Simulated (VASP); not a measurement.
As, 2 atoms in the cell. Symmetry: I4_1/amd, No. 141, tetragonal system. Conventional cell: a = 4.745 Å, b = 4.745 Å, c = 2.524 Å, α = 90.00°, β = 90.00°, γ = 90.00°. Within 3.2 Å of As (site symmetry -4m2) lie 10 As at 2.45 to 3.04 Å. 

- Program: VASP 6.6.1
- Task: relaxation of shape and atoms at fixed volume
- Functional: PBE
- Potentials or basis: VASP PAW PBE potentials, release 64 (As)
- Cutoff: 600 eV
- k mesh: 17 × 17 × 17
- Occupations: fermi-dirac, width 0.1 eV
- Spin: no spin polarisation
- Dipole correction: no
- Further INCAR settings: ALGO = Normal; EDIFF = 1e-06; IBRION = 2; EDIFFG = -0.005; NSW = 50; ISIF = 4

Potentials or basis: VASP PAW PBE potentials, release 64 (As).

The run is started by

```console
$ cat potpaw_PBE.64/As/POTCAR > POTCAR
$ mpirun -np 1 vasp_std > vasp.out
```

Hardware: 1 thread of Intel(R) Xeon(R) Platinum 8559C (Emerald Rapids), on a shared host.

Q: How long does it take, and how much memory?

A: Run time: 2 min on 1 thread of Intel(R) Xeon(R) Platinum 8559C (Emerald Rapids), on a shared host, peak memory 0.26 GiB. Counts: scf iterations 20, k points 405, ion steps 3.
